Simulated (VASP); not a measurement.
# Au (P6_3/mmc) in VASP: notebook, part 2 of 2

VASP 6.6.1. Earlier steps stand in the parts before.

### Step 5. Relaxation of cell and atoms, PBE

This run uses another cell than the first one: it holds 6 atoms, not 2.

Input file INCAR:

```
ALGO     = Fast           # electronic algorithm
EDIFF    = 1E-6           # SCF threshold, eV
EDIFFG   = -0.015         # ionic threshold
ENCUT    = 600            # plane-wave cutoff, eV
GGA      = PE             # functional
IBRION   = 2              # ionic algorithm
ISIF     = 3              # what is computed and relaxed
ISMEAR   = 0              # smearing method
LASPH    = T              # aspherical terms in the spheres
LCHARG   = F              # write CHGCAR
LREAL    = F              # projectors in reciprocal space
LWAVE    = F              # write WAVECAR
NELM     = 60             # most SCF steps
NSW      = 80             # ionic steps
PREC     = Accurate       # precision mode
SIGMA    = 0.1            # smearing width, eV
```

Input file KPOINTS:

```
k-points
0
Gamma
  8 12 12
```

Input file POSCAR:

```
Au
1.0
    0.0000000000      0.0000000000     -4.8830858029
   -4.3782244191     -2.5277690470      0.0000000000
    0.0000000000      5.0555380939      0.0000000000
Au
6
Direct
    0.7500000000      0.6666666667      0.6666666667
    0.7500000000      1.0000000000      0.3333333333
    0.7500000000      0.3333333333      0.0000000000
    0.2500000000      0.3333333333      0.3333333333
    0.2500000000      0.6666666667      1.0000000000
    0.2500000000      1.0000000000      0.6666666667
```

Potentials or basis: VASP PAW PBE potentials, release 64 (Au).

Launch:

```bash
$ cat potpaw_PBE.64/Au/POTCAR > POTCAR
$ mpirun -np 1 vasp_std > vasp.out
```

OUTCAR:

```text
EDIFF = 1E-6
   EDIFFG = -0.015
   ENCUT = 600
   GGA = PE
   IBRION = 2
   ISIF = 3
   ISMEAR = 0
   LASPH = T
   LREAL = F
   NELM = 60
   NSW = 80
   PREC = Accurate

 ion  position               nearest neighbor table
   1  0.750  0.667  0.667-   2 2.92   3 2.92   3 2.92   2 2.92   2 2.92   3 2.92   5 2.97   5 2.97
                             6 2.97   6 2.97   4 2.97   4 2.97
   2  0.750  0.000  0.333-   1 2.92   3 2.92   3 2.92   1 2.92   3 2.92   1 2.92   5 2.97   5 2.97
                             4 2.97   4 2.97   6 2.97   6 2.97
   3  0.750  0.333  0.000-   1 2.92   2 2.92   2 2.92   1 2.92   2 2.92   1 2.92   6 2.97   6 2.97
                             4 2.97   4 2.97   5 2.97   5 2.97
   4  0.250  0.333  0.333-   6 2.92   5 2.92   5 2.92   6 2.92   5 2.92   6 2.92   3 2.97   3 2.97
                             2 2.97   2 2.97   1 2.97   1 2.97
   5  0.250  0.667  0.000-   4 2.92   6 2.92   6 2.92   4 2.92   6 2.92   4 2.92   2 2.97   2 2.97
                             1 2.97   1 2.97   3 2.97   3 2.97
   6  0.250  0.000  0.667-   4 2.92   5 2.92   5 2.92   5 2.92   4 2.92   4 2.92   3 2.97   3 2.97
                             1 2.97   1 2.97   2 2.97   2 2.97
[... 7 lines left out ...]
 A1 = (  -4.3782244191,  -2.5277690470,   0.0000000000)
 A2 = (   0.0000000000,   5.0555380939,   0.0000000000)
 A3 = (   0.0000000000,   0.0000000000,  -4.8830858029)

Analysis of symmetry for initial positions (statically):
=====================================================================
 Subroutine PRICEL returns following result:

  LATTYP: Found a hexagonal cell.
 ALAT       =     2.9188162791
 C/A-ratio  =     1.6729678527

  Lattice vectors:

 A1 = (   2.9188162791,   0.0000000005,   0.0000000000)
 A2 = (  -1.4594081396,  -2.5277690472,   0.0000000000)
 A3 = (   0.0000000000,   0.0000000000,  -4.8830858029)

   3 primitive cells build up your supercell.

 Routine SETGRP: Setting up the symmetry group for a
 hexagonal supercell.

 Subroutine GETGRP returns: Found 24 space group operations
 (whereof 12 operations were pure point group operations)
 out of a pool of 24 trial point group operations.

The static configuration has the point symmetry D_3d.
 The point group associated with its full space group is D_6h.

Analysis of symmetry for dynamics (positions and initial velocities):
=====================================================================
 Subroutine PRICEL returns following result:

  LATTYP: Found a hexagonal cell.
 ALAT       =     2.9188162791
 C/A-ratio  =     1.6729678527

  Lattice vectors:

 A1 = (   2.9188162791,   0.0000000005,   0.0000000000)
 A2 = (  -1.4594081396,  -2.5277690472,   0.0000000000)
 A3 = (   0.0000000000,   0.0000000000,  -4.8830858029)

   3 primitive cells build up your supercell.

 Routine SETGRP: Setting up the symmetry group for a
 hexagonal supercell.

 Subroutine GETGRP returns: Found 24 space group operations
 (whereof 12 operations were pure point group operations)
 out of a pool of 24 trial point group operations.

The dynamic configuration has the point symmetry D_3d.
 The point group associated with its full space group is D_6h.

 Subroutine INISYM returns: Found 24 space group operations
 (whereof 12 operations are pure point group operations),
 and found     3 'primitive' translations

----------------------------------------------------------------------------------------

                                     Primitive cell

[... 75 lines left out ...]
   dimension x,y,z NGX =    40 NGY =   40 NGZ =   40
   dimension x,y,z NGXF=    80 NGYF=   80 NGZF=   80
   ions per type =               6
   NGX,Y,Z   is equivalent  to a cutoff of  13.62, 13.15, 13.15 a.u.
   NGXF,Y,Z  is equivalent  to a cutoff of  27.24, 26.31, 26.31 a.u.
 SYSTEM =  unknown system
   PREC   = accura    normal or accurate (medium, high low for compatibility)
   ISTART =      0    job   : 0-new  1-cont  2-samecut
   ICHARG =      2    charge: 1-file 2-atom 10-const
   ISPIN  =      1    spin polarized calculation?
   LNONCOLLINEAR =      F non collinear calculations
   LSORBIT =      F    spin-orbit coupling
   LASPH  =      T    aspherical Exc in radial PAW
   ENCUT  =  600.0 eV  44.10 Ry    6.64 a.u.   9.75 10.10 10.10*2*pi/ulx,y,z
   NELM   =     60;   NELMIN=  2; NELMDL= -5     # of ELM steps
   EDIFF  = 0.1E-05   stopping-criterion for ELM
   LREAL  =      F    real-space projection
   EDIFFG = -.1E-01   stopping-criterion for IOM
   NSW    =     80    number of steps for IOM
   IBRION =      2    ionic relax: 0-MD 1-quasi-New 2-CG
   NFREE  =      1    steps in history (QN), initial steepest desc. (CG)
   ISIF   =      3    stress and relaxation
   ISYM   =      2    0-nonsym 1-usesym 2-fastsym
   POTIM  = 0.5000    time-step for ionic-motion
   TEBEG  =    0.0;   TEEND  =   0.0 temperature during run
   PSTRESS=    0.0 pullay stress
   NELECT =      66.0000    total number of electrons
   NUPDOWN=      -1.0000    fix difference up-down
   EMIN   =  10.00;   EMAX   =-10.00  energy-range for DOS
   EFERMI =   0.00;   METHOD = LEGACY
   ISMEAR =     0;   SIGMA  =   0.10  broadening in eV -4-tet -1-fermi 0-gaus
   EFERMI_NEDOS =   21; number of points for ismear=-14 and -15
   IALGO  =     68    algorithm
   IMIX   =      4    mixing-type and parameters
     AMIX     =   0.40;   BMIX     =  1.00
     AMIX_MAG =   1.60;   BMIX_MAG =  1.00
  volume/ion in A,a.u.               =      18.01       121.56
  Fermi-wavevector in a.u.,A,eV,Ry     =   1.388895  2.624632 26.246054  1.929031
  Thomas-Fermi vector in A             =   2.512978
   LORBIT       =      0    0 simple, 1 ext, 2 COOP (PROOUT), +10 PAW based schemes
   GGA     = PE    functional components
   LHFCALC =     F    Hartree Fock is set to
   AEXX    =    0.0000 exact exchange contribution
   IVDW    =     0    specifies the selected vdW correction
   LEPSILON=     F    determine dielectric tensor
   LRPA    =     F    only Hartree local field effects (RPA)
 conjugate gradient relaxation of ions
 non-spin polarized calculation
 RMM-DIIS sequential band-by-band and
 Gauss-broadening in eV      SIGMA  =   0.10
  energy-cutoff  :      600.00
  volume of cell :      108.08
 maximum number of plane-waves:      3638
 NGX is ok and might be reduce to    40

--------------------------------------- Ionic step        1  -------------------------------------------

 number of electron      65.9999995 magnetization

 Free energy of the ion-electron system (eV)
  ---------------------------------------------------
  ext. energy  EPLUGINS =         0.00000000
  ---------------------------------------------------
  free energy    TOTEN  =       -19.29570586 eV

  energy without entropy =      -19.28651516  energy(sigma->0) =      -19.29111051

------------------------ aborting loop because EDIFF is reached ----------------------------------------

  FORCE on cell =-STRESS in cart. coord.  units (eV):
  Direction    XX          YY          ZZ          XY          YZ          ZX
  --------------------------------------------------------------------------------------
  -------------------------------------------------------------------------------------
  Total       -0.1909501     -0.1909501     -0.1625631     -0.0000000     -0.0000000      0.0000000
  in kB       -2.8305485     -2.8305485     -2.4097546     -0.0000000     -0.0000000      0.0000000
  external PRESSURE =      -2.6902839 kB  Pullay stress =       0.0000000 kB
[... 67 lines left out ...]
--------------------------------------- Ionic step        3  -------------------------------------------

 number of electron      65.9999995 magnetization

 Free energy of the ion-electron system (eV)
  ---------------------------------------------------
  ext. energy  EPLUGINS =         0.00000000
  ---------------------------------------------------
  free energy    TOTEN  =       -19.29584492 eV

  energy without entropy =      -19.28661334  energy(sigma->0) =      -19.29122913

 E-fermi :   8.5722     XC(G=0): -12.3956

 val. band max:        8.5665656635   @ k =   0.0000   0.3333   0.0833
 cond. band min:       8.5845528818   @ k =   0.2500   0.2500   0.0000
 fundamental gap:      0.0179872183
 Fermi energy:         8.5721608093

 k-point     1 :       0.0000    0.0000    0.0000
  band No.  band energies     occupation
      1      -0.6980      2.00000
      2       1.6923      2.00000
      3       2.8196      2.00000
      4       2.8196      2.00000
      5       3.3227      2.00000
      6       3.3227      2.00000
[... 997 lines left out ...]
     38      12.8364      0.00000
     39      15.4068      0.00000

 [... further k-points ...]

------------------------ aborting loop because EDIFF is reached ----------------------------------------

  FORCE on cell =-STRESS in cart. coord.  units (eV):
  Direction    XX          YY          ZZ          XY          YZ          ZX
  --------------------------------------------------------------------------------------
  -------------------------------------------------------------------------------------
  Total       -0.0280105     -0.0280105     -0.0143812     -0.0000000      0.0000000      0.0000000
  in kB       -0.4159277     -0.4159277     -0.2135462     -0.0000000      0.0000000      0.0000000
  external PRESSURE =      -0.3484672 kB  Pullay stress =       0.0000000 kB
[... 21 lines left out ...]
  FREE ENERGIE OF THE ION-ELECTRON SYSTEM (eV)
  ---------------------------------------------------
  free  energy   TOTEN  =       -19.2958449204 eV

  energy  without entropy=      -19.2866133430  energy(sigma->0) =      -19.29122913

 reached required accuracy - stopping structural energy minimisation
```

Wall time 25 min (1 thread of Oxide Virtual Turin-like, shared host); peak memory 0.46 GiB.

What came out:

| Quantity | Value |
| --- | --- |
| Free energy | -19.2958 eV |
| Relaxed volume | 17.98 Å³/atom |
| Relaxed cell | a = 4.881 Å, b = 5.052 Å, c = 5.052 Å, α = 120.00°, β = 90.00°, γ = 90.00° |
| Space group after relaxing (to 0.1 Å) | P6_3/mmc (No. 194) |
| Energy gained by relaxing | 0.0 meV/atom |
| Ionic steps | 3 |
| Pressure after relaxing | 0.0 GPa |
| Band gap on the k mesh | zero (bands 33 and 34 overlap by 5.68 eV) |

The path:
| step | energy change (eV) | largest force (eV/Å) | pressure (GPa) | volume (Å³) |
| --- | --- | --- | --- | --- |
| 1 | 0.0000 | 0.0000 | -0.27 | 108.08 |
| 2 | 0.0002 | 0.0000 | 0.38 | 107.61 |
| 3 | -0.0001 | 0.0000 | -0.03 | 107.90 |

Final structure:
```xyz
6
Lattice="0.0000 0.0000 -4.8806 -4.3756 -2.5262 0.0000 0.0000 5.0525 0.0000" Properties=species:S:1:pos:R:3 pbc="T T T"
Au   -2.9171    1.6842   -3.6604
Au    0.0000    1.6842   -3.6604
Au   -1.4585   -0.8421   -3.6604
Au   -1.4585    0.8421   -1.2201
Au   -2.9171   -1.6842   -1.2201
Au    0.0000    3.3683   -1.2201
```

Caveat: spin-orbit coupling is left out, which moves the levels of the heavy elements.

### Step 6. Overview

| task | cell | k mesh | cutoff (eV) | gap on the mesh (eV) | pressure (GPa) | relaxed volume (Å³/atom) |
| --- | --- | --- | --- | --- | --- | --- |
| single point | a = 2.620, b = 2.620, c = 4.279 Å, angles 90.0, 90.0, 120.0°, 2 atoms, atomic positions A | 6 × 6 × 4 | 520 | none | 130.0 | - |
| single point | a = 2.923, b = 2.923, c = 4.885 Å, angles 90.0, 90.0, 120.0°, 2 atoms, atomic positions A | 12 × 12 × 6 | 520 | none | -0.4 | - |
| relaxation of cell and atoms | relaxed from a = 2.620, b = 2.620, c = 4.279 Å, angles 90.0, 90.0, 120.0°, 2 atoms, atomic positions A | 12 × 12 × 6 | 600 | none | 0.0 | 18.02 |
| relaxation of cell and atoms | relaxed from a = 4.883, b = 5.056, c = 5.056 Å, angles 120.0, 90.0, 90.0°, 6 atoms, atomic positions B | 8 × 12 × 12 | 600 | none | 0.0 | 17.98 |

Alike in all rows: level PBE; potentials or basis VASP PAW PBE potentials, release 64 (Au); no spin polarisation; smearing gaussian 0.1 eV.

Caveats: some runs use coarse meshes; spin-orbit coupling is left out, which moves the levels of the heavy elements; the volume moved by over 15 % at a fixed basis, so the end points are rough (at least some runs).

Total energies depend on the potentials used, so only differences within one code and one set of settings carry meaning.
